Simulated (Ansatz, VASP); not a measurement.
One calculation of FeSi, two programs

```
Fe Si
1.0
     4.08788    0.00000    0.00000
     0.00000    4.08788    0.00000
     0.00000    0.00000    4.08788
Fe Si
4 4
Direct
  0.14219 0.14219 0.14219
  0.35781 0.85781 0.64219
  0.64219 0.35781 0.85781
  0.85781 0.64219 0.35781
  0.84345 0.84345 0.84345
  0.65655 0.15655 0.34345
  0.34345 0.65655 0.15655
  0.15655 0.34345 0.65655
```

Alike in both runs: task relaxation of the atoms; functional PBEsol; k mesh 8 × 8 × 8; occupations gaussian, width 0.05 eV; no spin polarisation.

|  | VASP | Ansatz |
| --- | --- | --- |
| version | VASP 6.6.1 | Ansatz 0.2.0 |
| potentials or method | VASP PAW PBE potentials, release 64 (Fe, Si), cutoff 520 eV | scalar-relativistic, plane waves, PAW |
| valence electrons in the cell | 48 | 80 |

```csv
,VASP,Ansatz,Ansatz less VASP
"gap on the k mesh at the Fermi level, each at its own relaxed structure (eV)",0.13,0.13,+0.005
```

VASP's potentials were made for PBE, not for PBEsol. VASP's potentials hold 48 valence electrons a cell and Ansatz's 80, so a difference there can come from the potentials and not from the codes. Ansatz's warnings: stress scf threshold loose.
